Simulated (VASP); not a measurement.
# TaSi5B2 (F-43m) in VASP: a series of runs

Runs on TaSi5B2. Level: PBE. Tasks: single point, relaxation of cell and atoms.

Everything below comes from runs of VASP 6.6.1. Logs are shortened: lines on timing, memory, paths and dates and some standing lists are left out, and cuts for length are marked.

**1. The cell of the first run**

Symmetry: F-43m, No. 216, cubic system. Conventional cell: a = 9.184 Å, b = 9.184 Å, c = 9.184 Å, α = 90.00°, β = 90.00°, γ = 90.00°. Ta (site symmetry -43m) has 16 Si at 3.84 to 3.98 Å and 10 B at 3.98 to 4.59 Å within 5.0 Å. Si (site symmetry 3m) has 1 B at 1.84 Å and 1 Si at 2.14 Å within 2.4 Å. Within 2.8 Å of Si (site symmetry -43m) lie 4 Si at 2.14 Å. Within 5.0 Å of B (site symmetry -43m) lie 18 Si at 3.78 to 4.59 Å and 4 Ta at 3.98 Å and 4 B at 3.98 Å. Within 2.4 Å of B (site symmetry -43m) lie 4 Si at 1.84 Å.

The cell was built from a structure type or drawn by symmetry, and may not be a known phase.

**2. Single point, PBE**

INCAR reads:

```
SYSTEM = TaSi5B2
  ALGO = Normal
  EDIFF = 1E-6
  ENCUT = 500
  GGA = PE
  GGA_COMPAT = .False.
  ISIF = 2
  ISMEAR = 0
  LASPH = .True.
  LCHARG = .False.
  LREAL = .False.
  LWAVE = .False.
  NBANDS = 28
  NELM = 120
  PREC = Accurate
  SIGMA = 0.2
```

KPOINTS reads:

```
k-points
0
Gamma
  4 4 4
  0 0 0
```

POSCAR reads:

```
TaSi5B2
1.0
    0.0000000000      4.5918593529      4.5918593529
    4.5918593529      0.0000000000      4.5918593529
    4.5918593529      4.5918593529      0.0000000000
Ta Si B
1 5 2
Direct
    0.5000000000      0.5000000000      0.5000000000
    0.8845199621      0.8845199621      0.8845199621
    0.8845199621      0.8845199621      0.3464401137
    0.8845199621      0.3464401137      0.8845199621
    0.3464401137      0.8845199621      0.8845199621
    0.7500000000      0.7500000000      0.7500000000
    0.2500000000      0.2500000000      0.2500000000
    0.0000000000      0.0000000000      0.0000000000
```

Potentials or basis: VASP PAW PBE potentials, release 64 (Ta_pv, Si, B).

Started as:

```
$ cat potpaw_PBE.64/Ta_pv/POTCAR potpaw_PBE.64/Si/POTCAR potpaw_PBE.64/B/POTCAR > POTCAR
$ mpirun -np 1 vasp_std > vasp.out
```

OUTCAR:

```text
SYSTEM = TaSi5B2
   EDIFF = 1E-6
   ENCUT = 500
   GGA = PE
   ISIF = 2
   ISMEAR = 0
   LASPH = .True.
   LREAL = .False.
   NELM = 120
   PREC = Accurate

 ion  position               nearest neighbor table
   1  0.500  0.500  0.500-
   2  0.885  0.885  0.885-   8 1.84   6 2.14   5 3.00   3 3.00   4 3.00
   3  0.885  0.885  0.346-   8 1.84   6 2.14   5 3.00   2 3.00   4 3.00
   4  0.885  0.346  0.885-   8 1.84   6 2.14   5 3.00   2 3.00   3 3.00
   5  0.346  0.885  0.885-   8 1.84   6 2.14   4 3.00   2 3.00   3 3.00
   6  0.750  0.750  0.750-   3 2.14   4 2.14   5 2.14   2 2.14
   7  0.250  0.250  0.250-
   8  0.000  0.000  0.000-   2 1.84   3 1.84   4 1.84   5 1.84

  LATTYP: Found a face centered cubic cell.
 ALAT       =     9.1837187058

  Lattice vectors:

 A1 = (   0.0000000000,   4.5918593529,   4.5918593529)
 A2 = (   4.5918593529,   0.0000000000,   4.5918593529)
 A3 = (   4.5918593529,   4.5918593529,   0.0000000000)

Analysis of symmetry for initial positions (statically):
=====================================================================
 Subroutine PRICEL returns:
 Original cell was already a primitive cell.

 Routine SETGRP: Setting up the symmetry group for a
 face centered cubic supercell.

 Subroutine GETGRP returns: Found 24 space group operations
 (whereof 24 operations were pure point group operations)
 out of a pool of 48 trial point group operations.

The static configuration has the point symmetry T_d .

Analysis of symmetry for dynamics (positions and initial velocities):
=====================================================================
 Subroutine PRICEL returns:
 Original cell was already a primitive cell.

 Routine SETGRP: Setting up the symmetry group for a
 face centered cubic supercell.

 Subroutine GETGRP returns: Found 24 space group operations
 (whereof 24 operations were pure point group operations)
 out of a pool of 48 trial point group operations.

The dynamic configuration has the point symmetry T_d .

 Subroutine INISYM returns: Found 24 space group operations
 (whereof 24 operations are pure point group operations),
 and found     1 'primitive' translations

----------------------------------------------------------------------------------------

                                     Primitive cell

  volume of cell :     193.6403

  direct lattice vectors                    reciprocal lattice vectors
     0.000000000  4.591859353  4.591859353    -0.108888353  0.108888353  0.108888353
     4.591859353  0.000000000  4.591859353     0.108888353 -0.108888353  0.108888353
     4.591859353  4.591859353  0.000000000     0.108888353  0.108888353 -0.108888353

  length of vectors
     6.493869773  6.493869773  6.493869773     0.188600159  0.188600159  0.188600159

  position of ions in fractional coordinates (direct lattice)
     0.500000000  0.500000000  0.500000000
     0.884519962  0.884519962  0.884519962
     0.884519962  0.884519962  0.346440114
     0.884519962  0.346440114  0.884519962
     0.346440114  0.884519962  0.884519962
     0.750000000  0.750000000  0.750000000
     0.250000000  0.250000000  0.250000000
     0.000000000  0.000000000  0.000000000

  ion indices of the primitive-cell ions
   primitive index   ion index
                 1           1
                 2           2
                 3           3
                 4           4
                 5           5
                 6           6
                 7           7
                 8           8

----------------------------------------------------------------------------------------

 KPOINTS: k-points

Automatic generation of k-mesh.
 Grid dimensions read from file:
 generate k-points for:    4    4    4

 Generating k-lattice:

  Cartesian coordinates                     Fractional coordinates (reciprocal lattice)
    -0.027222088  0.027222088  0.027222088     0.250000000  0.000000000  0.000000000
     0.027222088 -0.027222088  0.027222088     0.000000000  0.250000000  0.000000000
     0.027222088  0.027222088 -0.027222088     0.000000000  0.000000000  0.250000000

  Length of vectors
     0.047150040  0.047150040  0.047150040

  Shift w.r.t. Gamma in fractional coordinates (k-lattice)
     0.000000000  0.000000000  0.000000000

 Subroutine IBZKPT returns following result:
 ===========================================

 Found      8 irreducible k-points:

 Following reciprocal coordinates:
            Coordinates               Weight
  0.000000  0.000000  0.000000      1.000000
  0.250000  0.000000  0.000000      8.000000
  0.500000  0.000000  0.000000      4.000000
  0.250000  0.250000  0.000000      6.000000
  0.500000  0.250000  0.000000     24.000000
 -0.250000  0.250000  0.000000     12.000000
  0.500000  0.500000  0.000000      3.000000
 -0.250000  0.500000  0.250000      6.000000
   k-points           NKPTS =      8   k-points in BZ     NKDIM =      8   number of bands    NBANDS=     28
   number of dos      NEDOS =    301   number of ions     NIONS =      8
   total plane-waves  NPLWV = 110592
   dimension x,y,z NGX =    48 NGY =   48 NGZ =   48
   dimension x,y,z NGXF=    96 NGYF=   96 NGZF=   96
   ions per type =               1   5   2
   NGX,Y,Z   is equivalent  to a cutoff of  12.29, 12.29, 12.29 a.u.
   NGXF,Y,Z  is equivalent  to a cutoff of  24.58, 24.58, 24.58 a.u.
 SYSTEM =  TaSi5B2
   PREC   = accura    normal or accurate (medium, high low for compatibility)
   ISTART =      0    job   : 0-new  1-cont  2-samecut
   ICHARG =      2    charge: 1-file 2-atom 10-const
   ISPIN  =      1    spin polarized calculation?
   LNONCOLLINEAR =      F non collinear calculations
   LSORBIT =      F    spin-orbit coupling
   LASPH  =      T    aspherical Exc in radial PAW
   ENCUT  =  500.0 eV  36.75 Ry    6.06 a.u.  11.84 11.84 11.84*2*pi/ulx,y,z
   NELM   =    120;   NELMIN=  2; NELMDL= -5     # of ELM steps
   EDIFF  = 0.1E-05   stopping-criterion for ELM
   LREAL  =      F    real-space projection
   EDIFFG = 0.1E-04   stopping-criterion for IOM
   NSW    =      0    number of steps for IOM
   IBRION =     -1    ionic relax: 0-MD 1-quasi-New 2-CG
   NFREE  =      0    steps in history (QN), initial steepest desc. (CG)
   ISIF   =      2    stress and relaxation
   ISYM   =      2    0-nonsym 1-usesym 2-fastsym
   POTIM  = 0.5000    time-step for ionic-motion
   TEBEG  =    0.0;   TEEND  =   0.0 temperature during run
   PSTRESS=    0.0 pullay stress
   NELECT =      37.0000    total number of electrons
   NUPDOWN=      -1.0000    fix difference up-down
   EMIN   =  10.00;   EMAX   =-10.00  energy-range for DOS
   EFERMI =   0.00;   METHOD = LEGACY
   ISMEAR =     0;   SIGMA  =   0.20  broadening in eV -4-tet -1-fermi 0-gaus
   EFERMI_NEDOS =   21; number of points for ismear=-14 and -15
   IALGO  =     38    algorithm
   IMIX   =      4    mixing-type and parameters
     AMIX     =   0.40;   BMIX     =  1.00
     AMIX_MAG =   1.60;   BMIX_MAG =  1.00
  volume/ion in A,a.u.               =      24.21       163.34
  Fermi-wavevector in a.u.,A,eV,Ry     =   0.942924  1.781869 12.097025  0.889106
  Thomas-Fermi vector in A             =   2.070581
   LORBIT       =      0    0 simple, 1 ext, 2 COOP (PROOUT), +10 PAW based schemes
   GGA     = PE    functional components
   LHFCALC =     F    Hartree Fock is set to
   AEXX    =    0.0000 exact exchange contribution
   IVDW    =     0    specifies the selected vdW correction
   LEPSILON=     F    determine dielectric tensor
   LRPA    =     F    only Hartree local field effects (RPA)
 non-spin polarized calculation
 Gauss-broadening in eV      SIGMA  =   0.20
  energy-cutoff  :      500.00
  volume of cell :      193.64
 maximum number of plane-waves:      4957
   NGX = 23   NGY = 23   NGZ = 23

 number of electron      37.0000003 magnetization

 Free energy of the ion-electron system (eV)
  ---------------------------------------------------
  ext. energy  EPLUGINS =         0.00000000
  ---------------------------------------------------
  free energy    TOTEN  =       -33.94227156 eV

  energy without entropy =      -33.74061857  energy(sigma->0) =      -33.84144506

 E-fermi :   2.9952     XC(G=0):  -8.7439

 val. band max:        2.9589441996   @ k =   0.5000   0.5000   0.0000
 cond. band min:       3.0071897851   @ k =   0.5000   0.0000   0.0000
 fundamental gap:      0.0482455855
 Fermi energy:         2.9951854888

 k-point     1 :       0.0000    0.0000    0.0000
  band No.  band energies     occupation
      1     -32.8641      2.00000
      2     -32.8641      2.00000
      3     -32.8641      2.00000
      4      -9.2747      2.00000
      5      -6.7385      2.00000
      6      -4.7347      2.00000
[... 20 lines left out ...]
     27       5.4947      0.00000
     28       6.3297      0.00000

 k-point     2 :       0.2500    0.0000    0.0000
  band No.  band energies     occupation
      1     -32.8641      2.00000
      2     -32.8641      2.00000
      3     -32.8641      2.00000
      4      -9.1154      2.00000
      5      -7.2440      2.00000
      6      -4.7943      2.00000
[... 20 lines left out ...]
     27       5.5749      0.00000
     28       5.5943      0.00000

 k-point     3 :       0.5000    0.0000    0.0000
  band No.  band energies     occupation
      1     -32.8641      2.00000
      2     -32.8641      2.00000
      3     -32.8641      2.00000
      4      -8.8827      2.00000
      5      -7.7219      2.00000
      6      -4.8493      2.00000
[... 120 lines left out ...]
      3     -32.8641      2.00000
      4      -8.6124      2.00000
      5      -8.1064      2.00000
      6      -4.9672      2.00000
[... 20 lines left out ...]
     27       4.8506      0.00000
     28       4.8506      0.00000

 k-point     8 :      -0.2500    0.5000    0.2500
  band No.  band energies     occupation
      1     -32.8641      2.00000
      2     -32.8641      2.00000
      3     -32.8641      2.00000
      4      -8.6102      2.00000
      5      -8.1048      2.00000
      6      -5.0123      2.00000
[... 20 lines left out ...]
     27       4.6017      0.00000
     28       4.6244      0.00000

------------------------ aborting loop because EDIFF is reached ----------------------------------------

  FORCE on cell =-STRESS in cart. coord.  units (eV):
  Direction    XX          YY          ZZ          XY          YZ          ZX
  --------------------------------------------------------------------------------------
  -------------------------------------------------------------------------------------
  Total        0.0302805      0.0302805      0.0302805      0.0000000      0.0000000      0.0000000
  in kB        0.2505401      0.2505401      0.2505401      0.0000000      0.0000000      0.0000000
  external PRESSURE =       0.2505401 kB  Pullay stress =       0.0000000 kB

 VOLUME and BASIS-vectors are now :
 -----------------------------------------------------------------------------
  energy-cutoff  :      500.00
  volume of cell :      193.64
      direct lattice vectors                 reciprocal lattice vectors
     0.000000000  4.591859353  4.591859353    -0.108888353  0.108888353  0.108888353
     4.591859353  0.000000000  4.591859353     0.108888353 -0.108888353  0.108888353
     4.591859353  4.591859353  0.000000000     0.108888353  0.108888353 -0.108888353

 POSITION                                       TOTAL-FORCE (eV/Angst)
 -----------------------------------------------------------------------------------
      4.59186      4.59186      4.59186         0.000000      0.000000      0.000000
      8.12318      8.12318      8.12318        -0.007737     -0.007737     -0.007737
      5.65240      5.65240      8.12318         0.007737      0.007737     -0.007737
      5.65240      8.12318      5.65240         0.007737     -0.007737      0.007737
      8.12318      5.65240      5.65240        -0.007737      0.007737      0.007737
      6.88779      6.88779      6.88779         0.000000      0.000000     -0.000000
      2.29593      2.29593      2.29593         0.000000      0.000000      0.000000
      0.00000      0.00000      0.00000        -0.000000     -0.000000     -0.000000
 -----------------------------------------------------------------------------------
    total drift:                               -0.000000     -0.000000     -0.000000

  FREE ENERGIE OF THE ION-ELECTRON SYSTEM (eV)
  ---------------------------------------------------
  free  energy   TOTEN  =       -33.9422715620 eV

  energy  without entropy=      -33.7406185677  energy(sigma->0) =      -33.84144506
```

Run time: 1.9 min. Hardware: 1 thread of Intel Xeon 8259CL, shared host; peak memory 0.33 GiB.

What came out:

```yaml
Free_energy: -33.9423 eV
Pressure: 0.0 GPa
Largest_force: 0.013 eV/Å
Band_gap_on_the_k_mesh: zero (an odd number of electrons rules out a gap without spin polarisation)
```

Forces on the atoms (eV/Å):
```
Ta   0.000  0.000  0.000
Si  -0.008 -0.008 -0.008
Si   0.008  0.008 -0.008
Si   0.008 -0.008  0.008
Si  -0.008  0.008  0.008
Si   0.000  0.000  0.000
B    0.000  0.000  0.000
B    0.000  0.000  0.000
```

Caveat: spin-orbit coupling is left out, which moves the levels of the heavy elements.

[end of part 1 of 3]
